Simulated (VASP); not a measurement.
Wanted: the native input for a VASP 6.6.1 run.

- Task: single point
- Functional: PBEsol
- Potentials or basis: VASP PAW PBE potentials, release 64 (Sc_sv)
- Cutoff: 520 eV
- k mesh: 7 × 7 × 7
- Occupations: fermi-dirac, width 0.1 eV
- Spin: no spin polarisation
- Dipole correction: no
- Further INCAR settings: ALGO = Normal; EDIFF = 1e-06; NBANDS = 12

The structure of Sc lies in POSCAR:

```
Sc
1.0
    2.4643728982      0.0000000000      0.0000000000
    0.0000000000      2.4643728982      0.0000000000
    0.0000000000      0.0000000000      2.4643728982
Sc
1
Direct
    0.0000000000      0.0000000000      0.0000000000
```

These files were run (other wordings do the same):

INCAR

```
SYSTEM = Sc
PREC     = Accurate       ! precision mode
ENCUT    = 520            ! plane-wave cutoff, eV
EDIFF    = 1E-6           ! SCF threshold, eV
ISMEAR   = -1             ! smearing method
SIGMA    = 0.1            ! smearing width, eV
LREAL    = .FALSE.        ! projectors in reciprocal space
LASPH    = .TRUE.         ! aspherical terms in the spheres
NELM     = 100            ! most SCF steps
ALGO     = Normal         ! electronic algorithm
ISIF     = 2              ! what is computed and relaxed
LWAVE    = .FALSE.        ! write WAVECAR
LCHARG   = .FALSE.        ! write CHGCAR
GGA      = PS             ! functional
NBANDS   = 12             ! bands
```

KPOINTS

```
Automatic mesh
0
G
  7 7 7
  0 0 0
```

Potentials or basis: VASP PAW PBE potentials, release 64 (Sc_sv).

The run is started by

```bash
$ cat potpaw_PBE.64/Sc_sv/POTCAR > POTCAR
$ mpirun -np 1 vasp_std > vasp.out
```

Results of the run:

* Pressure: 40.9 GPa

Caveat: the k points lie up to 0.36 Å⁻¹ apart; the PAW data sets were made with another functional, which shifts forces and pressure a little.

It took 1.8 s on 1 thread of Intel(R) Xeon(R) 6975P-C (Granite Rapids), on a shared host, peak memory 0.11 GiB.
